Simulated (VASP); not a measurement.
# CrRu: single point with LDA

Crystal: CrRu.

```
Cr Ru
1.0
     2.71599    0.00000    0.00000
    -1.35800    2.35212    0.00000
     0.00000    0.00000    4.30074
Cr Ru
1 1
Cartesian
  1.3580 0.7840 0.0000
  0.0000 1.5681 2.1504
```

```yaml
Program: VASP 6.6.1
Task: single point
Functional: LDA
Potentials_or_basis: VASP PAW LDA potentials, release 64 (Cr_pv, Ru_pv)
Cutoff: 520 eV
k_mesh: 12 × 12 × 7
Occupations: fermi-dirac, width 0.1 eV
Spin: collinear spin, ferromagnetic start
Starting_moments: "[3.0, 1.5] μB"
```

```yaml
Pressure: -28.9 GPa
Band_gap_on_the_k_mesh: zero (filled and empty bands overlap)
Net_moment: 0.00 μB per cell
Valence_electrons_inside_the_program's_atomic_spheres: Cr 10.79; Ru 12.63
```

Stress tensor (GPa, compression positive):
```
-27.95   0.00   0.00
  0.00 -27.95   0.00
  0.00   0.00 -30.89
```

Levels at points of the mesh, in eV from the Fermi level:
Spin up:
```
           k point  band 9  band 10  band 11  band 12  band 13  band 14  band 15  band 16  band 17  band 18
(0.00, 0.00, 0.00)   -1.89    -1.89    -0.83    -0.28    -0.28    -0.12    -0.12     1.26     1.71     1.71
(0.50, 0.00, 0.00)   -3.49    -1.60    -1.26    -0.71    -0.20     1.86     2.15     2.19     3.73     5.58
```
Spin down:
| k point | band 9 | band 10 | band 11 | band 12 | band 13 | band 14 | band 15 | band 16 | band 17 | band 18 |
| --- | --- | --- | --- | --- | --- | --- | --- | --- | --- | --- |
| (0.00, 0.00, 0.00) | -1.89 | -1.89 | -0.83 | -0.28 | -0.28 | -0.12 | -0.12 | 1.26 | 1.72 | 1.72 |
| (0.50, 0.00, 0.00) | -3.49 | -1.60 | -1.26 | -0.71 | -0.20 | 1.86 | 2.15 | 2.19 | 3.73 | 5.58 |

It took 55 s on 1 thread of Intel(R) Xeon(R) Platinum 8488C (Sapphire Rapids), with other jobs on the host, peak memory 0.18 GiB.

Caveat: the cell stands under tension; an empty level that is flat over the whole mesh can mark a ghost state of the potentials, or a narrow d or f band.
